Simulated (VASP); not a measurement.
A run of VASP 6.6.1 is set up as follows.

INCAR

```
SYSTEM = MgB
  PREC = Accurate
  ENCUT = 520
  EDIFF = 1E-8
  ISMEAR = -1
  SIGMA = 0.05
  LREAL = .False.
  LASPH = .True.
  NELM = 80
  ALGO = Normal
  ISIF = 2
  LWAVE = .False.
  LCHARG = .False.
  GGA = PE
  LEFG = .True.
  NBANDS = 10
```

File KPOINTS:

```
Automatic mesh
0
Gamma
  9 9 9
  0 0 0
```

File POSCAR:

```
MgB
1.0
    2.8951500000      0.0000000000      0.0000000000
    0.0000000000      2.8951500000      0.0000000000
    0.0000000000      0.0000000000      2.8951500000
Mg B
1 1
Direct
    0.0000000000      0.0000000000      0.0000000000
    0.5000000000      0.5000000000      0.5000000000
```

Potentials or basis: VASP PAW PBE potentials, release 64 (Mg, B).

Run with:

```bash
$ cat potpaw_PBE.64/Mg/POTCAR potpaw_PBE.64/B/POTCAR > POTCAR
$ mpirun -np 1 vasp_std > vasp.out
```

Problem. Estimate the pressure.

Solution. -0.1 GPa.

Caveat: without QUAD_EFG the Cq values of the log hold for a quadrupole moment of 1 mb, not for the nuclei.
